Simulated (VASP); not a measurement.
Write the native input for VASP 6.6.1 that does the following.

- Task: single point
- Functional: PBEsol
- Potentials or basis: VASP PAW PBE potentials, release 64 (Os)
- Cutoff: 520 eV
- k mesh: 20 × 20 × 20
- Occupations: gaussian, width 0.15 eV
- Spin: no spin polarisation
- Dipole correction: no
- Further INCAR settings: ALGO = Normal; EDIFF = 1e-07; NBANDS = 10

The structure of Os lies in POSCAR:

```
Os
1.0
    0.0000000000      2.0033500000      1.9158250000
    2.0033500000      0.0000000000      1.9158250000
    2.0033500000      2.0033500000      0.0000000000
Os
1
Direct
    0.0000000000      0.0000000000      0.0000000000
```

This cell differs from its parent crystal: strain +0.030 along x and y, -0.015 along z.

These files were run (other wordings do the same):

INCAR

```
SYSTEM = Os
PREC = Accurate
ENCUT = 520
EDIFF = 1E-7
ISMEAR = 0
SIGMA = 0.15
LREAL = .FALSE.
LASPH = .TRUE.
NELM = 100
ALGO = Normal
ISIF = 2
LWAVE = .FALSE.
LCHARG = .FALSE.
GGA = PS
NBANDS = 10
```

KPOINTS

```
regular mesh
0
G
  20 20 20
  0 0 0
```

Potentials or basis: VASP PAW PBE potentials, release 64 (Os).

The run is started by

```console
$ cat potpaw_PBE.64/Os/POTCAR > POTCAR
$ mpirun -np 1 vasp_std > vasp.out
```

Results of the run:

| Property | Result |
| --- | --- |
| Pressure | -32.8 GPa |
| Band gap on the k mesh | zero (band 4 reaches 10.53 eV, above the bottom of band 5 at 6.59 eV) |

Caveat: the cell differs from its parent crystal (strain +0.030 along x and y, -0.015 along z); the PAW data sets were made with another functional, which shifts forces and pressure a little; spin-orbit coupling is left out, which moves the levels of the heavy elements.

Run time: 43 s on 1 thread of Intel(R) Xeon(R) Platinum 8488C (Sapphire Rapids) (shared host), peak memory 0.23 GiB.
